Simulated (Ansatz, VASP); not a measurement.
**Bi2Se3: VASP beside Ansatz**

```
CELL_PARAMETERS angstrom
4.14295 0.00000 0.00000
-2.07147 3.58790 0.00000
0.00000 0.00000 39.98244
ATOMIC_POSITIONS crystal
Se 0.00000 0.00000 0.41257
Se 0.66667 0.33333 0.50000
Se 0.33333 0.66667 0.58743
Bi 0.33333 0.66667 0.45193
Bi 0.00000 0.00000 0.54807
```

Alike in both runs: task single point; functional PBE; dispersion D3(BJ); k mesh 6 × 6 × 1; occupations gaussian, width 0.1 eV; no spin polarisation.

```csv
,VASP,Ansatz
version,VASP 6.6.1,Ansatz 0.2.0
potentials or method,"VASP PAW PBE potentials, release 64 (Se, Bi_d), cutoff 520 eV","scalar-relativistic, plane waves, PAW"
valence electrons in the cell,48,78
```

Ansatz gave:

- gap on the k mesh at the Fermi level (eV): 0.97
- least direct gap on the mesh (eV): 1.27
- rms of the force components (eV/Å): 0.009

Question: What did VASP give for the same quantities?

Answer: gap on the k mesh at the Fermi level (eV): 0.96; least direct gap on the mesh (eV): 1.28; rms of the force components (eV/Å): 0.007.

VASP's potentials hold 48 valence electrons a cell and Ansatz's 78, so a difference there can come from the potentials and not from the codes.

Spin-orbit coupling is off throughout.
